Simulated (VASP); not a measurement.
Set up this calculation in VASP 6.6.1, as the native input.

```
Task                   : single point
Functional             : PBE
Potentials or basis    : VASP PAW PBE potentials, release 64 (Ti_sv, N, O)
Cutoff                 : 520 eV
k mesh                 : 10 × 10 × 10
Occupations            : gaussian, width 0.1 eV
Spin                   : no spin polarisation
Dipole correction      : no
Further INCAR settings : ALGO = Normal; EDIFF = 1e-06; NBANDS = 44
```

The structure of Ti4N3O lies in POSCAR:

```
Ti4N3O
1.0
    4.2545000000      0.0000000000      0.0000000000
    0.0000000000      4.2545000000      0.0000000000
    0.0000000000      0.0000000000      4.2545000000
Ti N O
4 3 1
Direct
    0.0000000000      0.0000000000      0.0000000000
    0.5000000000      0.0000000000      0.5000000000
    0.0000000000      0.5000000000      0.5000000000
    0.5000000000      0.5000000000      0.0000000000
    0.0000000000      0.5000000000      0.0000000000
    0.5000000000      0.0000000000      0.0000000000
    0.0000000000      0.0000000000      0.5000000000
    0.5000000000      0.5000000000      0.5000000000
```

The input as run:

INCAR

```
ALGO     = Normal         # electronic algorithm
EDIFF    = 1E-6           # SCF threshold, eV
ENCUT    = 520            # plane-wave cutoff, eV
GGA      = PE             # functional
ISIF     = 2              # what is computed and relaxed
ISMEAR   = 0              # smearing method
LASPH    = T              # aspherical terms in the spheres
LCHARG   = F              # write CHGCAR
LREAL    = F              # projectors in reciprocal space
LWAVE    = F              # write WAVECAR
NBANDS   = 44             # bands
NELM     = 80             # most SCF steps
PREC     = Accurate       # precision mode
SIGMA    = 0.1            # smearing width, eV
```

KPOINTS

```
k-points
0
Gamma
  10 10 10
```

Potentials or basis: VASP PAW PBE potentials, release 64 (Ti_sv, N, O).

Command:

```bash
$ cat potpaw_PBE.64/Ti_sv/POTCAR potpaw_PBE.64/N/POTCAR potpaw_PBE.64/O/POTCAR > POTCAR
$ mpirun -np 1 vasp_std > vasp.out
```

It gave:

```
Pressure               : 0.5 GPa
Band gap on the k mesh : zero (an odd number of electrons rules out a gap without spin polarisation)
```

Caveat: an odd number of electrons without spin polarisation forces a metal; a magnetic or distorted state may lie lower.

Wall time 2.4 min on 1 thread of AMD EPYC 7R13 Processor (Zen 3), on a shared host, peak memory 0.25 GiB.
